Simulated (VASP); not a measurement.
Runs of VASP 6.6.1 on Pb. The structure is that of space group P6_3/mmc (No. 194), or close to it. The cells are those of the table. 

```csv
cell,further INCAR settings,gap on the mesh (eV),pressure (GPa)
"a = 3.341, b = 3.341, c = 5.143 Å, angles 90.0, 90.0, 120.0°, 2 atoms",ALGO = Fast; EDIFF = 1e-07; NBANDS = 21,none,13.6
"a = 3.202, b = 3.202, c = 5.590 Å, angles 90.0, 90.0, 120.0°, 2 atoms",ALGO = Fast; EDIFF = 1e-06; NBANDS = 21,none,(a)
"a = 3.202, b = 3.202, c = 5.143 Å, angles 90.0, 90.0, 120.0°, 2 atoms",ALGO = Fast; EDIFF = 1e-07; NBANDS = 21,none,(b)
"a = 3.202, b = 3.202, c = 5.366 Å, angles 90.0, 90.0, 120.0°, 2 atoms",ALGO = Fast; EDIFF = 1e-06; NBANDS = 21,none,18.6
"a = 3.202, b = 3.202, c = 6.037 Å, angles 90.0, 90.0, 120.0°, 2 atoms",ALGO = Fast; EDIFF = 1e-06; NBANDS = 21,none,8.1
"a = 3.341, b = 3.341, c = 5.366 Å, angles 90.0, 90.0, 120.0°, 2 atoms",ALGO = Fast; EDIFF = 1e-06; NBANDS = 21,none,9.4
"a = 3.202, b = 3.202, c = 5.814 Å, angles 90.0, 90.0, 120.0°, 2 atoms",ALGO = Fast; EDIFF = 1e-06; NBANDS = 21,none,10.6
```

Alike in all rows: task single point; level PBEsol; potentials or basis VASP PAW PBE potentials, release 64 (Pb_d); no spin polarisation; k mesh 18 × 18 × 10; cutoff (eV) 520; smearing gaussian 0.15 eV.

Task: Fill in the values left out.

Result: (a) 14.0; (b) 24.5.

Caveats: the PAW data sets were made with another functional, which shifts forces and pressure a little; spin-orbit coupling is left out, which moves the levels of the heavy elements.

A k mesh can miss the band edges, and the runs leave out spin-orbit coupling on Pb.

A gap of «none» marks levels without a gap at the run's occupations.
